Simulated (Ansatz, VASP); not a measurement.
# GaAs in VASP and in Ansatz

File POSCAR:

```
GaAs
1.0
    0.0000000000      2.9180776483      2.9180776483
    2.9180776483      0.0000000000      2.9180776483
    2.9180776483      2.9180776483      0.0000000000
Ga As
1 1
Direct
    0.0000000000      0.0000000000      0.0000000000
    0.2500000000      0.2500000000      0.2500000000
```

Contents of INCAR.step1:

```
SYSTEM = GaAs
PREC = Accurate ; ENCUT = 520
EDIFF = 1E-5 ; ISMEAR = -1
SIGMA = 0.02 ; LREAL = .FALSE.
LASPH = .TRUE. ; NELM = 100
ALGO = Normal ; ISIF = 2
LWAVE = .TRUE. ; LCHARG = .FALSE.
NBANDS = 16 ; GGA = PE
```

INCAR.step2

```
SYSTEM = GaAs
PREC = Accurate ; ENCUT = 520
EDIFF = 1E-7 ; ISMEAR = -1
SIGMA = 0.02 ; LREAL = .FALSE.
LASPH = .TRUE. ; NELM = 100
ALGO = Normal ; ISIF = 2
LWAVE = .FALSE. ; LCHARG = .FALSE.
GGA = PE ; LHFCALC = .TRUE.
HFSCREEN = 0.2079 ; PRECFOCK = Normal
NBANDS = 16 ; ISTART = 1
```

File KPOINTS:

```
Automatic mesh
0
G
  6 6 6
  0 0 0
```

Input for Ansatz:

```yaml
crystal:
  lattice:
    - [0.0, 2.9180776483, 2.9180776483]
    - [2.9180776483, 0.0, 2.9180776483]
    - [2.9180776483, 2.9180776483, 0.0]
  atoms:
    - { symbol: Ga, position: [0.0, 0.0, 0.0] }
    - { symbol: As, position: [0.25, 0.25, 0.25] }
kpoints:
  mp_grid: { grid: [6, 6, 6] }
  band_path:
    path:
      - [0.0, 0.0, 0.0]
      - [-0.5, -0.5, 0.0]
      - [-0.375, -0.375, 0.25]
      - [-0.375, 0.0, 0.375]
      - [0.0, 0.0, 0.5]
      - [-0.5, -0.25, 0.25]
    npoints: 1
hamiltonian:
  xc: hse06
scf:
  occupations: { method: fermi_dirac, width: 0.02 }
  n_extra_bands: 4
output:
  forces: true
  stress: true
  eigenvalues: true
```

Change from the starting cell: hydrostatic strain +3.0%.

Alike in both runs: task single point; functional HSE06; k mesh 6 × 6 × 6; occupations fermi-dirac, width 0.02 eV; no spin polarisation.

```csv
,VASP,Ansatz
version,VASP 6.6.1,Ansatz 0.2.0
potentials or method,"VASP PAW PBE potentials, release 64 (Ga_d, As)","plane waves, PAW"
plane-wave cutoff (eV),520,420
valence electrons in the cell,18,28
```

Ansatz gave:

| Property | Result |
| --- | --- |
| pressure (GPa) | -4.8 |

What did VASP give for the same quantities?

Pressure (GPa): -4.9.

VASP's potentials hold 18 valence electrons a cell and Ansatz's 28, so a difference there can come from the potentials and not from the codes. Ansatz's warnings: stress exchange threshold loose, stress scf threshold loose.
